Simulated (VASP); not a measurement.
Here is a VASP 6.6.1 calculation.

Contents of INCAR:

```
PREC = Accurate
ENCUT = 520
EDIFF = 1E-7
ISMEAR = 0
SIGMA = 0.1
LREAL = False
LASPH = True
NELM = 80
ALGO = Normal
ISIF = 2
LWAVE = False
LCHARG = False
GGA = PE
NBANDS = 24
```

Contents of KPOINTS:

```
regular mesh
0
Gamma
  6 6 6
```

Contents of POSCAR:

```
P
1.0
   -2.8377780300      2.8377780300      1.9649924100
    2.8377780300     -2.8377780300      1.9649924100
    2.8377780300      2.8377780300     -1.9649924100
P
6
Direct
    0.0000000000      0.0000000000      0.0000000000
    0.7500000000      0.2500000000      0.5000000000
    0.3750000000      0.6250000000      0.7500000000
    0.3750000000      0.1250000000      0.7500000000
    0.3750000000      0.6250000000      0.2500000000
    0.8750000000      0.6250000000      0.2500000000
```

Potentials or basis: VASP PAW PBE potentials, release 64 (P).

Command:

```sh
$ cat potpaw_PBE.64/P/POTCAR > POTCAR
$ mpirun -np 1 vasp_std > vasp.out
```

Problem. Estimate the pressure.

Solution. 85.7 GPa.

Problem. Predict the band gap on the k mesh.

Solution. Zero (band 15 reaches 15.53 eV, above the bottom of band 16 at 13.67 eV).

Stress tensor (GPa, compression positive):
```
 71.20   0.00   0.00
  0.00  71.20   0.00
  0.00   0.00 114.82
```
